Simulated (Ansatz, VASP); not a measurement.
As: VASP beside Ansatz

```xyz
2
Lattice="1.8797 1.0853 3.4335 -1.8797 1.0853 3.4335 0.0000 -2.1705 3.4335" Properties=species:S:1:pos:R:3 pbc="T T T"
As    0.0000    0.0000    2.3438
As    0.0000    0.0000    7.9567
```

Change from the starting cell: strain +0.000 along x and y, -0.015 along z, atoms carried along.

Alike in both runs: task single point; functional PBEsol; k mesh 18 × 18 × 18; occupations gaussian, width 0.15 eV; no spin polarisation.

```csv
,VASP,Ansatz
version,VASP 6.6.1,Ansatz 0.2.0
potentials or method,"VASP PAW PBE potentials, release 64 (As), cutoff 520 eV","scalar-relativistic, plane waves, PAW"
valence electrons in the cell,10,30
```

|  | VASP | Ansatz | Ansatz less VASP |
| --- | --- | --- | --- |
| gap on the k mesh at the Fermi level (eV) | none | none | - |
| pressure (GPa) | 1.5 | 1.1 | -0.44 |
| traceless stress, the component that is largest in VASP (GPa) | -0.50 | -0.38 | +0.123 |
| rms of the force components (eV/Å) | 0.213 | 0.175 | -0.0379 |

VASP's potentials were made for PBE, not for PBEsol. Atom by atom the forces differ by 0.038 eV/Å (rms over components). A gap of «none» marks a metal or a gap that the smearing closes. The functional is the same, so the differences come from potentials, cutoffs and numerics. VASP's potentials hold 10 valence electrons a cell and Ansatz's 30, so a difference there can come from the potentials and not from the codes.
